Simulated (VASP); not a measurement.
# Mo (Im-3m) in VASP: single point with PBEsol

Aim: the single point of Mo with PBEsol.

Everything below comes from runs of VASP 6.6.1. Logs are shortened: lines on timing, memory, paths and dates and some standing lists are left out, and cuts for length are marked.

## (1) The cell of the first run

Symmetry: Im-3m, No. 229, cubic system. Conventional cell: a = 3.129 Å, b = 3.129 Å, c = 3.129 Å, α = 90.00°, β = 90.00°, γ = 90.00°. Within 3.6 Å of Mo (site symmetry m-3m) lie 14 Mo at 2.71 to 3.13 Å.

## (2) Single point, PBEsol

INCAR

```
SYSTEM = Mo
ALGO     = Normal         ! electronic algorithm
EDIFF    = 1E-6           ! SCF threshold, eV
ENCUT    = 500            ! plane-wave cutoff, eV
GGA      = PS             ! functional
GGA_COMPAT= .FALSE.      
ISIF     = 2              ! what is computed and relaxed
ISMEAR   = 0              ! smearing method
LASPH    = .TRUE.         ! aspherical terms in the spheres
LCHARG   = .FALSE.        ! write CHGCAR
LREAL    = .FALSE.        ! projectors in reciprocal space
LWAVE    = .FALSE.        ! write WAVECAR
NBANDS   = 13             ! bands
NELM     = 120            ! most SCF steps
PREC     = Accurate       ! precision mode
SIGMA    = 0.1            ! smearing width, eV
```

KPOINTS

```
k-points
0
G
  18 18 18
  0 0 0
```

POSCAR

```
Mo
1.0
   -1.5647222833      1.5647222833      1.5647222833
    1.5647222833     -1.5647222833      1.5647222833
    1.5647222833      1.5647222833     -1.5647222833
Mo
1
Direct
    0.0000000000      0.0000000000      0.0000000000
```

Potentials or basis: VASP PAW PBE potentials, release 64 (Mo_sv).

Command:

```console
$ cat potpaw_PBE.64/Mo_sv/POTCAR > POTCAR
$ mpirun -np 1 vasp_std > vasp.out
```

OUTCAR:

```text
SYSTEM = Mo
   EDIFF = 1E-6
   ENCUT = 500
   GGA = PS
   ISIF = 2
   ISMEAR = 0
   LASPH = .TRUE.
   LREAL = .FALSE.
   NELM = 120
   PREC = Accurate

 ion  position               nearest neighbor table
   1  0.000  0.000  0.000-

  LATTYP: Found a body centered cubic cell.
 ALAT       =     3.1294445666

  Lattice vectors:

 A1 = (  -1.5647222833,   1.5647222833,   1.5647222833)
 A2 = (   1.5647222833,  -1.5647222833,   1.5647222833)
 A3 = (   1.5647222833,   1.5647222833,  -1.5647222833)

Analysis of symmetry for initial positions (statically):
=====================================================================
 Subroutine PRICEL returns:
 Original cell was already a primitive cell.

 Routine SETGRP: Setting up the symmetry group for a
 body centered cubic supercell.

 Subroutine GETGRP returns: Found 48 space group operations
 (whereof 48 operations were pure point group operations)
 out of a pool of 48 trial point group operations.

The static configuration has the point symmetry O_h .

Analysis of symmetry for dynamics (positions and initial velocities):
=====================================================================
 Subroutine PRICEL returns:
 Original cell was already a primitive cell.

 Routine SETGRP: Setting up the symmetry group for a
 body centered cubic supercell.

 Subroutine GETGRP returns: Found 48 space group operations
 (whereof 48 operations were pure point group operations)
 out of a pool of 48 trial point group operations.

The dynamic configuration has the point symmetry O_h .

 Subroutine INISYM returns: Found 48 space group operations
 (whereof 48 operations are pure point group operations),
 and found     1 'primitive' translations

----------------------------------------------------------------------------------------

                                     Primitive cell

  volume of cell :      15.3240

  direct lattice vectors                    reciprocal lattice vectors
    -1.564722283  1.564722283  1.564722283     0.000000000  0.319545523  0.319545523
     1.564722283 -1.564722283  1.564722283     0.319545523  0.000000000  0.319545523
     1.564722283  1.564722283 -1.564722283     0.319545523  0.319545523  0.000000000

  length of vectors
     2.710178494  2.710178494  2.710178494     0.451905612  0.451905612  0.451905612

  position of ions in fractional coordinates (direct lattice)
     0.000000000  0.000000000  0.000000000

  ion indices of the primitive-cell ions
[... 81 lines left out ...]
   ISYM   =      2    0-nonsym 1-usesym 2-fastsym
   POTIM  = 0.5000    time-step for ionic-motion
   TEBEG  =    0.0;   TEEND  =   0.0 temperature during run
   PSTRESS=    0.0 pullay stress
   NELECT =      14.0000    total number of electrons
   NUPDOWN=      -1.0000    fix difference up-down
   EMIN   =  10.00;   EMAX   =-10.00  energy-range for DOS
   EFERMI =   0.00;   METHOD = LEGACY
   ISMEAR =     0;   SIGMA  =   0.10  broadening in eV -4-tet -1-fermi 0-gaus
   EFERMI_NEDOS =   21; number of points for ismear=-14 and -15
   IALGO  =     38    algorithm
   IMIX   =      4    mixing-type and parameters
     AMIX     =   0.40;   BMIX     =  1.00
     AMIX_MAG =   1.60;   BMIX_MAG =  1.00
  volume/ion in A,a.u.               =      15.32       103.41
  Fermi-wavevector in a.u.,A,eV,Ry     =   1.588523  3.001874 34.333025  2.523406
  Thomas-Fermi vector in A             =   2.687514
   LORBIT       =      0    0 simple, 1 ext, 2 COOP (PROOUT), +10 PAW based schemes
   GGA     = PS    functional components
   LHFCALC =     F    Hartree Fock is set to
   AEXX    =    0.0000 exact exchange contribution
   IVDW    =     0    specifies the selected vdW correction
   LEPSILON=     F    determine dielectric tensor
   LRPA    =     F    only Hartree local field effects (RPA)
 non-spin polarized calculation
 Gauss-broadening in eV      SIGMA  =   0.10
  energy-cutoff  :      500.00
  volume of cell :       15.32
 maximum number of plane-waves:       402
   NGX =  9   NGY =  9   NGZ =  9

 number of electron      13.9999998 magnetization

 Free energy of the ion-electron system (eV)
  ---------------------------------------------------
  ext. energy  EPLUGINS =         0.00000000
  ---------------------------------------------------
  free energy    TOTEN  =       -11.77797451 eV

  energy without entropy =      -11.77566004  energy(sigma->0) =      -11.77681728

 E-fermi :  12.8065     XC(G=0): -13.6413

 val. band max:       12.8051700614   @ k =  -0.3889   0.4444   0.2778
 cond. band min:      12.8108147909   @ k =   0.3889   0.1111   0.0000
 fundamental gap:      0.0056447295
 Fermi energy:        12.8065460210

 k-point     1 :       0.0000    0.0000    0.0000
  band No.  band energies     occupation
      1     -48.4096      2.00000
      2     -21.6491      2.00000
      3     -21.6491      2.00000
      4     -21.6491      2.00000
      5       5.4369      2.00000
      6      11.3817      2.00000
      7      11.3817      2.00000
      8      11.3817      2.00000
      9      14.4709      0.00000
     10      14.4709      0.00000
     11      27.6242      0.00000
     12      27.6242      0.00000
     13      27.6242      0.00000
[... 354 lines left out ...]
  band No.  band energies     occupation
      1     -48.1205      2.00000
      2     -23.0579      2.00000
      3     -22.1684      2.00000
      4     -21.7277      2.00000
      5       7.7407      2.00000
      6       9.4439      2.00000
      7      12.8108      0.95186
      8      14.3871      0.00000
      9      15.5650      0.00000
     10      18.3524      0.00000
     11      24.7500      0.00000
     12      25.6532      0.00000
     13      30.0105      0.00000

 [... further k-points ...]

------------------------ aborting loop because EDIFF is reached ----------------------------------------

  FORCE on cell =-STRESS in cart. coord.  units (eV):
  Direction    XX          YY          ZZ          XY          YZ          ZX
  --------------------------------------------------------------------------------------
  -------------------------------------------------------------------------------------
  Total        0.0521197      0.0521197      0.0521197     -0.0000000     -0.0000000      0.0000000
  in kB        5.4492960      5.4492960      5.4492960     -0.0000000     -0.0000000      0.0000000
  external PRESSURE =       5.4492960 kB  Pullay stress =       0.0000000 kB

 VOLUME and BASIS-vectors are now :
 -----------------------------------------------------------------------------
  energy-cutoff  :      500.00
  volume of cell :       15.32
      direct lattice vectors                 reciprocal lattice vectors
    -1.564722283  1.564722283  1.564722283     0.000000000  0.319545523  0.319545523
     1.564722283 -1.564722283  1.564722283     0.319545523  0.000000000  0.319545523
     1.564722283  1.564722283 -1.564722283     0.319545523  0.319545523  0.000000000

 POSITION                                       TOTAL-FORCE (eV/Angst)
 -----------------------------------------------------------------------------------
      0.00000      0.00000      0.00000        -0.000000     -0.000000     -0.000000
 -----------------------------------------------------------------------------------
    total drift:                                0.000000     -0.000000     -0.000000

  FREE ENERGIE OF THE ION-ELECTRON SYSTEM (eV)
  ---------------------------------------------------
  free  energy   TOTEN  =       -11.7779745102 eV

  energy  without entropy=      -11.7756600422  energy(sigma->0) =      -11.77681728
```

It took 22 s on 1 thread of Intel Xeon 8259CL, shared host; peak memory 0.15 GiB.

What came out:

```
Free energy            : -11.7780 eV
Pressure               : 0.5 GPa
Band gap on the k mesh : zero (bands 7 and 8 overlap by 5.53 eV)
```

Levels at points of the mesh, in eV from the Fermi level:
```
           k point  band 4  band 5  band 6  band 7  band 8  band 9  band 10  band 11
(0.00, 0.00, 0.00)  -34.46   -7.37   -1.42   -1.42   -1.42    1.66     1.66    14.82
(0.50, 0.00, 0.00)  -34.47   -5.49   -3.53    1.66    1.71    2.36     4.90    11.92
(0.50, 0.50, 0.50)  -35.49   -5.64   -5.64    4.11    4.11    4.11     9.16     9.16
```

Caveat: the PAW data sets were made with another functional, which shifts forces and pressure a little.
